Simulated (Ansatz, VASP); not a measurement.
Si7Ge: VASP beside Ansatz

Contents of POSCAR:

```
Si7Ge
1.0
    5.1945700089      0.0000000000      0.0000000000
    0.0000000000      5.1945700089      0.0000000000
    0.0000000000      0.0000000000      5.7413668519
Si Ge
7 1
Direct
    0.2524307582      0.2524307582      0.2524307582
    0.0000000000      0.5000000000      0.5000000000
    0.5000000000      0.5000000000      0.0000000000
    0.5000000000      0.0000000000      0.5000000000
    0.7475692418      0.2524307582      0.7475692418
    0.7475692418      0.7475692418      0.2524307582
    0.2524307582      0.7475692418      0.7475692418
    0.0000000000      0.0000000000      0.0000000000
```

File INCAR.step1:

```
SYSTEM = Si7Ge
PREC = Accurate
ENCUT = 520
ISMEAR = 0
SIGMA = 0.05
LREAL = .FALSE.
LASPH = .TRUE.
NELM = 100
NBANDS = 31
GGA = PE
ALGO = Normal
EDIFF = 1E-4
LWAVE = .TRUE.
LCHARG = .FALSE.
```

File INCAR.step2:

```
SYSTEM = Si7Ge
PREC = Accurate
ENCUT = 520
EDIFF = 1E-6
ISMEAR = 0
SIGMA = 0.05
LREAL = .FALSE.
LASPH = .TRUE.
NELM = 100
ALGO = Normal
ISIF = 2
LWAVE = .FALSE.
LCHARG = .FALSE.
METAGGA = R2SCAN
LMIXTAU = .TRUE.
NBANDS = 31
ISTART = 1
```

File KPOINTS:

```
regular mesh
0
G
  6 6 6
  0 0 0
```

Input for Ansatz:

```yaml
crystal:
  lattice:
    - [5.1945700089, 0.0, 0.0]
    - [0.0, 5.1945700089, 0.0]
    - [0.0, 0.0, 5.7413668519]
  atoms:
    - { symbol: Si, position: [0.2524307582, 0.2524307582, 0.2524307582] }
    - { symbol: Si, position: [0.0, 0.5, 0.5] }
    - { symbol: Si, position: [0.5, 0.5, 0.0] }
    - { symbol: Si, position: [0.5, 0.0, 0.5] }
    - { symbol: Si, position: [0.7475692418, 0.2524307582, 0.7475692418] }
    - { symbol: Si, position: [0.7475692418, 0.7475692418, 0.2524307582] }
    - { symbol: Si, position: [0.2524307582, 0.7475692418, 0.7475692418] }
    - { symbol: Ge, position: [0.0, 0.0, 0.0] }
basis:
  ecutwfc: 500
kpoints:
  mp_grid: { grid: [6, 6, 6] }
hamiltonian:
  xc: r2scan
scf:
  occupations: { method: gaussian, width: 0.05 }
output:
  forces: true
  stress: true
  eigenvalues: true
```

Change from the starting cell: strain -0.050 along x and y, +0.050 along z, atoms carried along.

Alike in both runs: task single point; functional r2SCAN; k mesh 6 × 6 × 6; occupations gaussian, width 0.05 eV; no spin polarisation.

|  | VASP | Ansatz |
| --- | --- | --- |
| version | VASP 6.6.1 | Ansatz 0.2.0 |
| potentials or method | VASP PAW PBE potentials, release 64 (Si, Ge_d), cutoff 520 eV | scalar-relativistic, plane waves, PAW |
| valence electrons in the cell | 42 | 42 |

VASP gave:

- gap on the k mesh at the Fermi level (eV): 0.05
- least direct gap on the mesh (eV): 0.05
- pressure (GPa): 5.2
- traceless stress, the component that is largest in VASP (GPa): -8.21
- rms of the force components (eV/Å): 0.021

Problem. What did Ansatz give for the same quantities?

Solution. gap on the k mesh at the Fermi level (eV): 0.04; least direct gap on the mesh (eV): 0.04; pressure (GPa): 5.4; traceless stress, the component that is largest in VASP (GPa): -8.16; rms of the force components (eV/Å): 0.017.

VASP's potentials were made for PBE, not for r2SCAN. Atom by atom the forces differ by 0.007 eV/Å (rms over components).
